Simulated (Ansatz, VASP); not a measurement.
## CsLa5: VASP beside Ansatz

```
CELL_PARAMETERS angstrom
7.26231 0.00000 0.00000
-3.63115 6.28934 0.00000
0.00000 0.00000 5.90441
ATOMIC_POSITIONS crystal
Cs 0.00000 0.00000 0.00000
La 0.33333 0.66667 0.00000
La 0.66667 0.33333 0.00000
La 0.50000 0.00000 0.50000
La 0.50000 0.50000 0.50000
La 0.00000 0.50000 0.50000
```

Change from the starting cell: species swapped into the SmCo5 type (P6/mmm, No. 191).

Alike in both runs: functional PBE; k mesh 3 × 3 × 4; occupations gaussian, width 0.1 eV; no spin polarisation.

Ansatz relaxed the structure, and its values are those at the end. VASP's run is a single point on that final structure, the one shown.

|  | VASP | Ansatz |
| --- | --- | --- |
| version | VASP 6.6.1 | Ansatz 0.2.0 |
| potentials or method | VASP PAW PBE potentials, release 64 (Cs_sv, La), cutoff 520 eV | scalar-relativistic, plane waves, PAW |
| valence electrons in the cell | 64 | 64 |

```csv
,VASP,Ansatz,Ansatz less VASP
gap on the k mesh at the Fermi level (eV),none,none,-
pressure (GPa),0.2,0.2,-0.04
```

A gap of «none» marks a metal or a gap that the smearing closes. With one functional, cell and mesh, what is left measures potentials, basis and numerics.

Spin-orbit coupling is off throughout.
